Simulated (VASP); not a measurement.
Runs of VASP 6.6.1 on PbF2. The structure is that of space group Fm-3m (No. 225), or close to it. The cells are those of the table. 

```csv
task,cell,cutoff (eV),gap on the mesh (eV),pressure (GPa)
relaxation of cell and atoms,"relaxed to 4 GPa from a = 4.171 Å, angles 60.0°, 3 atoms",600,4.31,4.0
single point,"a = 3.980 Å, angles 60.0°, 3 atoms",520,4.25,14.8
single point,"a = 4.107 Å, angles 60.0°, 3 atoms",520,4.31,3.8
single point,"a = 4.153 Å, angles 60.0°, 3 atoms",520,4.32,0.8
relaxation of cell and atoms,"relaxed to 15 GPa from a = 4.171 Å, angles 60.0°, 3 atoms",600,4.25,15.0
single point,"a = 4.031 Å, angles 60.0°, 3 atoms",520,4.28,(b)
relaxation of cell and atoms,"relaxed to 7 GPa from a = 4.171 Å, angles 60.0°, 3 atoms",600,4.30,7.0
relaxation of cell and atoms,"relaxed to 1 GPa from a = 4.171 Å, angles 60.0°, 3 atoms",600,4.32,1.0
relaxation of cell and atoms,"relaxed to 10 GPa from a = 4.171 Å, angles 60.0°, 3 atoms",600,4.28,10.0
single point,"a = 4.066 Å, angles 60.0°, 3 atoms",520,4.30,6.8
single point,"a = 4.137 Å, angles 60.0°, 3 atoms",520,4.32,(a)
relaxation of cell and atoms,"relaxed to 2 GPa from a = 4.171 Å, angles 60.0°, 3 atoms",600,4.32,2.0
```

Alike in all rows: level PBEsol; potentials or basis VASP PAW PBE potentials, release 64 (Pb_d, F); no spin polarisation; k mesh 6 × 6 × 6; smearing gaussian 0.01 eV.

Problem. Fill in the values left out.

Solution. (a) 1.8; (b) 9.8.

Caveats: the PAW data sets were made with another functional, which shifts forces and pressure a little; spin-orbit coupling is left out, which moves the levels of the heavy elements; the cell is relaxed towards a set pressure, so the run minimises the enthalpy, not the energy (at least some runs); the cell stands under pressure (at least some runs).

A k mesh can miss the band edges, and the runs leave out spin-orbit coupling on Pb.
